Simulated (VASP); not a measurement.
# Al in VASP: further runs

The runs below take Al through single point, relaxation of the atoms, with PBEsol.

Everything below comes from runs of VASP 6.6.1. Logs are shortened: lines on timing, memory, paths and dates and some standing lists are left out, and cuts for length are marked.

### Step 1. The cell of the first run

The cell holds a slab with vacuum, 6 atoms: a = 2.839 Å, b = 2.839 Å, c = 26.592 Å, α = 90.00°, β = 90.00°, γ = 120.00°.

### Step 2. Single point, PBEsol

Contents of INCAR:

```
SYSTEM = Al
PREC = Accurate
ENCUT = 520
EDIFF = 1E-7
ISMEAR = 0
SIGMA = 0.1
LREAL = .False.
LASPH = .True.
NELM = 100
ALGO = Normal
ISIF = 2
LWAVE = .False.
LCHARG = .False.
LDIPOL = .True.
IDIPOL = 3
DIPOL = 0.5 0.5 0.500
GGA = PS
NBANDS = 18
```

Contents of KPOINTS:

```
regular mesh
0
Gamma
  12 12 1
  0 0 0
```

Contents of POSCAR:

```
Al
1.0
    2.8394492336      0.0000000000      0.0000000000
   -1.4197246168      2.4590351690      0.0000000000
    0.0000000000      0.0000000000     26.5920029547
Al
6
Direct
    0.6666666667      0.3333333333      0.2820396799
    0.3333333333      0.6666666667      0.3692238079
    0.0000000000      0.0000000000      0.4564079360
    0.6666666667      0.3333333333      0.5435920640
    0.3333333333      0.6666666667      0.6307761921
    0.0000000000      0.0000000000      0.7179603201
```

Potentials or basis: VASP PAW PBE potentials, release 64 (Al).

On the command line:

```sh
cat potpaw_PBE.64/Al/POTCAR > POTCAR
mpirun -np 1 vasp_std > vasp.out
```

OUTCAR:

```text
SYSTEM = Al
   PREC = Accurate
   ENCUT = 520
   EDIFF = 1E-7
   ISMEAR = 0
   LREAL = .False.
   LASPH = .True.
   NELM = 100
   ISIF = 2
   GGA = PS

 ion  position               nearest neighbor table
   1  0.667  0.333  0.282-   2 2.84   2 2.84   2 2.84
   2  0.333  0.667  0.369-   1 2.84   1 2.84   1 2.84   3 2.84   3 2.84   3 2.84
   3  0.000  0.000  0.456-   4 2.84   4 2.84   4 2.84   2 2.84   2 2.84   2 2.84
   4  0.667  0.333  0.544-   3 2.84   3 2.84   3 2.84   5 2.84   5 2.84   5 2.84
   5  0.333  0.667  0.631-   6 2.84   6 2.84   6 2.84   4 2.84   4 2.84   4 2.84
   6  0.000  0.000  0.718-   5 2.84   5 2.84   5 2.84

  LATTYP: Found a hexagonal cell.
 ALAT       =     2.8394492336
 C/A-ratio  =     9.3651975320

  Lattice vectors:

 A1 = (   2.8394492336,   0.0000000000,   0.0000000000)
 A2 = (  -1.4197246168,   2.4590351690,   0.0000000000)
 A3 = (   0.0000000000,   0.0000000000,  26.5920029547)

Analysis of symmetry for initial positions (statically):
=====================================================================
 Subroutine PRICEL returns:
 Original cell was already a primitive cell.

 Routine SETGRP: Setting up the symmetry group for a
 hexagonal supercell.

 Subroutine GETGRP returns: Found 12 space group operations
 (whereof  6 operations were pure point group operations)
 out of a pool of 24 trial point group operations.

The static configuration has the point symmetry C_3v.
 The point group associated with its full space group is D_3d.

Analysis of symmetry for dynamics (positions and initial velocities):
=====================================================================
 Subroutine PRICEL returns:
 Original cell was already a primitive cell.

 Routine SETGRP: Setting up the symmetry group for a
 hexagonal supercell.

 Subroutine GETGRP returns: Found 12 space group operations
 (whereof  6 operations were pure point group operations)
 out of a pool of 24 trial point group operations.

The dynamic configuration has the point symmetry C_3v.
 The point group associated with its full space group is D_3d.

 Subroutine INISYM returns: Found 12 space group operations
 (whereof  6 operations are pure point group operations),
 and found     1 'primitive' translations

----------------------------------------------------------------------------------------

                                     Primitive cell

  volume of cell :     185.6735

  direct lattice vectors                    reciprocal lattice vectors
     2.839449234  0.000000000  0.000000000     0.352180975  0.203331781  0.000000000
    -1.419724617  2.459035169  0.000000000     0.000000000  0.406663562  0.000000000
     0.000000000  0.000000000 26.592002955     0.000000000  0.000000000  0.037605291

  length of vectors
     2.839449234  2.839449234 26.592002955     0.406663562  0.406663562  0.037605291

  position of ions in fractional coordinates (direct lattice)
     0.666666667  0.333333333  0.282039680
     0.333333333  0.666666667  0.369223808
     0.000000000  0.000000000  0.456407936
     0.666666667  0.333333333  0.543592064
     0.333333333  0.666666667  0.630776192
     0.000000000  0.000000000  0.717960320

  ion indices of the primitive-cell ions
   primitive index   ion index
                 1           1
                 2           2
                 3           3
                 4           4
                 5           5
                 6           6

----------------------------------------------------------------------------------------

 KPOINTS: regular mesh

Automatic generation of k-mesh.
 Grid dimensions read from file:
 generate k-points for:   12   12    1

 Generating k-lattice:

  Cartesian coordinates                     Fractional coordinates (reciprocal lattice)
     0.029348415  0.016944315  0.000000000     0.083333333 -0.000000000  0.000000000
     0.000000000  0.033888630  0.000000000     0.000000000  0.083333333  0.000000000
     0.000000000  0.000000000  0.037605291     0.000000000  0.000000000  1.000000000

  Length of vectors
     0.033888630  0.033888630  0.037605291

  Shift w.r.t. Gamma in fractional coordinates (k-lattice)
     0.000000000  0.000000000  0.000000000

 Subroutine IBZKPT returns following result:
 ===========================================

 Found     19 irreducible k-points:

 Following reciprocal coordinates:
            Coordinates               Weight
  0.000000  0.000000  0.000000      1.000000
  0.083333  0.000000  0.000000      6.000000
  0.166667  0.000000  0.000000      6.000000
  0.250000 -0.000000  0.000000      6.000000
  0.333333  0.000000  0.000000      6.000000
  0.416667  0.000000  0.000000      6.000000
[... 11 lines left out ...]
  0.333333  0.250000  0.000000     12.000000
  0.333333  0.333333  0.000000      2.000000
   k-points           NKPTS =     19   k-points in BZ     NKDIM =     19   number of bands    NBANDS=     18
   number of dos      NEDOS =    301   number of ions     NIONS =      6
   total plane-waves  NPLWV = 115200
   dimension x,y,z NGX =    24 NGY =   24 NGZ =  200
   dimension x,y,z NGXF=    48 NGYF=   48 NGZF=  400
   ions per type =               6
   NGX,Y,Z   is equivalent  to a cutoff of  14.05, 14.05, 12.50 a.u.
   NGXF,Y,Z  is equivalent  to a cutoff of  28.10, 28.10, 25.01 a.u.
 SYSTEM =  Al
   PREC   = accura    normal or accurate (medium, high low for compatibility)
   ISTART =      0    job   : 0-new  1-cont  2-samecut
   ICHARG =      2    charge: 1-file 2-atom 10-const
   ISPIN  =      1    spin polarized calculation?
   LNONCOLLINEAR =      F non collinear calculations
   LSORBIT =      F    spin-orbit coupling
   LASPH  =      T    aspherical Exc in radial PAW
   ENCUT  =  520.0 eV  38.22 Ry    6.18 a.u.   5.28  5.28 49.44*2*pi/ulx,y,z
   NELM   =    100;   NELMIN=  2; NELMDL= -5     # of ELM steps
   EDIFF  = 0.1E-06   stopping-criterion for ELM
   LREAL  =      F    real-space projection
   EDIFFG = 0.1E-05   stopping-criterion for IOM
   NSW    =      0    number of steps for IOM
   IBRION =     -1    ionic relax: 0-MD 1-quasi-New 2-CG
   NFREE  =      0    steps in history (QN), initial steepest desc. (CG)
   ISIF   =      2    stress and relaxation
   ISYM   =      2    0-nonsym 1-usesym 2-fastsym
   POTIM  = 0.5000    time-step for ionic-motion
   TEBEG  =    0.0;   TEEND  =   0.0 temperature during run
   PSTRESS=    0.0 pullay stress
   NELECT =      18.0000    total number of electrons
   NUPDOWN=      -1.0000    fix difference up-down
   EMIN   =  10.00;   EMAX   =-10.00  energy-range for DOS
   EFERMI =   0.00;   METHOD = LEGACY
   ISMEAR =     0;   SIGMA  =   0.10  broadening in eV -4-tet -1-fermi 0-gaus
   EFERMI_NEDOS =   21; number of points for ismear=-14 and -15
   IALGO  =     38    algorithm
   IMIX   =      4    mixing-type and parameters
     AMIX     =   0.40;   BMIX     =  1.00
     AMIX_MAG =   1.60;   BMIX_MAG =  1.00
  volume/ion in A,a.u.               =      30.95       208.83
  Fermi-wavevector in a.u.,A,eV,Ry     =   0.752054  1.421176  7.695254  0.565585
  Thomas-Fermi vector in A             =   1.849177
   LORBIT       =      0    0 simple, 1 ext, 2 COOP (PROOUT), +10 PAW based schemes
   GGA     = PS    functional components
   LHFCALC =     F    Hartree Fock is set to
   AEXX    =    0.0000 exact exchange contribution
   IVDW    =     0    specifies the selected vdW correction
   LEPSILON=     F    determine dielectric tensor
   LRPA    =     F    only Hartree local field effects (RPA)
 non-spin polarized calculation
 Gauss-broadening in eV      SIGMA  =   0.10
  energy-cutoff  :      520.00
  volume of cell :      185.67
 maximum number of plane-waves:      5033
 NGX is ok and might be reduce to    24
   NGX = 11   NGY = 11   NGZ = 99

 dipolmoment           0.000000      0.000000     -0.000000 electrons x Angstroem

 number of electron      18.0000000 magnetization

 dipolmoment           0.000000      0.000000      0.000000 electrons x Angstroem

 Free energy of the ion-electron system (eV)
  ---------------------------------------------------
  ext. energy  EPLUGINS =         0.00000000
  ---------------------------------------------------
  free energy    TOTEN  =       -23.73327579 eV

  energy without entropy =      -23.71272849  energy(sigma->0) =      -23.72300214

 E-fermi :   2.2891     XC(G=0):  -6.0829

 val. band max:        2.2858051628   @ k =   0.2500   0.2500   0.0000
 cond. band min:       2.2954282581   @ k =   0.3333   0.0000   0.0000
 fundamental gap:      0.0096230953
 Fermi energy:         2.2891379802

 k-point     1 :       0.0000    0.0000    0.0000
  band No.  band energies     occupation
      1      -8.6940      2.00000
      2      -8.2032      2.00000
      3      -7.3852      2.00000
      4      -6.2527      2.00000
      5      -4.8355      2.00000
      6      -3.1298      2.00000
[... 10 lines left out ...]
     17      11.5268      0.00000
     18      13.4281      0.00000

 k-point     2 :       0.0833    0.0000    0.0000
  band No.  band energies     occupation
      1      -8.5244      2.00000
      2      -8.0340      2.00000
      3      -7.2168      2.00000
      4      -6.0854      2.00000
      5      -4.6693      2.00000
      6      -2.9637      2.00000
[... 10 lines left out ...]
     17      11.1069      0.00000
     18      11.4822      0.00000

 k-point     3 :       0.1667    0.0000    0.0000
  band No.  band energies     occupation
      1      -8.0166      2.00000
      2      -7.5278      2.00000
      3      -6.7131      2.00000
      4      -5.5849      2.00000
      5      -4.1724      2.00000
      6      -2.4678      2.00000
[... 307 lines left out ...]
 k-point    18 :       0.3333    0.2500    0.0000
  band No.  band energies     occupation
      1      -2.5549      2.00000
      2      -2.0879      2.00000
      3      -1.3173      2.00000
      4      -0.6406      2.00000
      5      -0.2947      2.00000
      6      -0.1361      2.00000
[... 10 lines left out ...]
     17       5.0828      0.00000
     18       5.2090      0.00000

 k-point    19 :       0.3333    0.3333    0.0000
  band No.  band energies     occupation
      1      -0.7963      2.00000
      2      -0.7963      2.00000
      3      -0.7959      2.00000
      4      -0.3834      2.00000
      5      -0.3834      2.00000
      6      -0.2356      2.00000
[... 10 lines left out ...]
     17       4.8237      0.00000
     18       4.9841      0.00000

------------------------ aborting loop because EDIFF is reached ----------------------------------------

 vacuum level on the upper side and lower side of the slab       (xc-potential included)        -0.074        -0.074

  FORCE on cell =-STRESS in cart. coord.  units (eV):
  Direction    XX          YY          ZZ          XY          YZ          ZX
  --------------------------------------------------------------------------------------
  -------------------------------------------------------------------------------------
  Total       -0.8810295     -0.8810295     -0.0470829     -0.0000000      0.0000000     -0.0000000
  in kB       -7.6024075     -7.6024075     -0.4062782     -0.0000000      0.0000000     -0.0000000
  external PRESSURE =      -5.2036977 kB  Pullay stress =       0.0000000 kB

 VOLUME and BASIS-vectors are now :
 -----------------------------------------------------------------------------
  energy-cutoff  :      520.00
  volume of cell :      185.67
      direct lattice vectors                 reciprocal lattice vectors
     2.839449234  0.000000000  0.000000000     0.352180975  0.203331781  0.000000000
    -1.419724617  2.459035169  0.000000000     0.000000000  0.406663562  0.000000000
     0.000000000  0.000000000 26.592002955     0.000000000  0.000000000  0.037605291

 POSITION                                       TOTAL-FORCE (eV/Angst)
 -----------------------------------------------------------------------------------
      1.41972      0.81968      7.50000        -0.000000      0.000000     -0.060172
     -0.00000      1.63936      9.81840        -0.000000      0.000000      0.119594
      0.00000      0.00000     12.13680        -0.000000     -0.000000     -0.040086
      1.41972      0.81968     14.45520        -0.000000      0.000000      0.040086
     -0.00000      1.63936     16.77360         0.000000     -0.000000     -0.119594
      0.00000      0.00000     19.09200         0.000000     -0.000000      0.060172
 -----------------------------------------------------------------------------------
    total drift:                                0.000000     -0.000000      0.000000

  FREE ENERGIE OF THE ION-ELECTRON SYSTEM (eV)
  ---------------------------------------------------
  free  energy   TOTEN  =       -23.7332757891 eV

  energy  without entropy=      -23.7127284891  energy(sigma->0) =      -23.72300214

 vacuum level on the upper side and lower side of the slab         6.365         6.365
```

Run time: 89 s. Hardware: 1 thread of Intel Xeon Platinum 8488C (Sapphire Rapids), shared host; peak memory 0.31 GiB.

Results:

| Quantity | Value |
| --- | --- |
| Free energy | -23.7333 eV |
| Largest force | 0.120 eV/Å |
| Band gap on the k mesh | zero (bands 9 and 10 overlap by 3.25 eV) |

Forces in eV/Å, atoms in the order of the input:
```
Al   0.000  0.000 -0.060
Al   0.000  0.000  0.120
Al   0.000  0.000 -0.040
Al   0.000  0.000  0.040
Al   0.000  0.000 -0.120
Al   0.000  0.000  0.060
```

Caveat: the PAW data sets were made with another functional, which shifts forces and pressure a little.

(Part 1 of 2 ends here.)
